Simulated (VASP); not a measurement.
A run of VASP 6.6.1 is set up as follows.

Contents of INCAR:

```
SYSTEM = Ag
PREC = Accurate
ENCUT = 400
EDIFF = 1E-8
ISMEAR = -1
SIGMA = 0.05
LREAL = .False.
LASPH = .True.
NELM = 120
ALGO = Normal
ISIF = 2
LWAVE = .False.
LCHARG = .False.
GGA = PS
LEFG = .True.
NBANDS = 12
GGA_COMPAT = .False.
```

File KPOINTS:

```
regular mesh
0
Gamma
  15 15 15
  0 0 0
```

The input POSCAR:

```
Ag
1.0
    0.0000000000      2.0431000000      2.0431000000
    2.0431000000      0.0000000000      2.0431000000
    2.0431000000      2.0431000000      0.0000000000
Ag
1
Direct
    0.0000000000      0.0000000000      0.0000000000
```

Potentials or basis: VASP PAW PBE potentials, release 64 (Ag).

The run is started by

```bash
$ cat potpaw_PBE.64/Ag/POTCAR > POTCAR
$ mpirun -np 1 vasp_std > vasp.out
```

Task: Estimate the pressure.

Result: -3.3 GPa.

Task: Estimate the band gap on the k mesh.

Result: Zero (an odd number of electrons rules out a gap without spin polarisation).

Caveat: the cell stands under tension; the PAW data sets were made with another functional, which shifts forces and pressure a little.
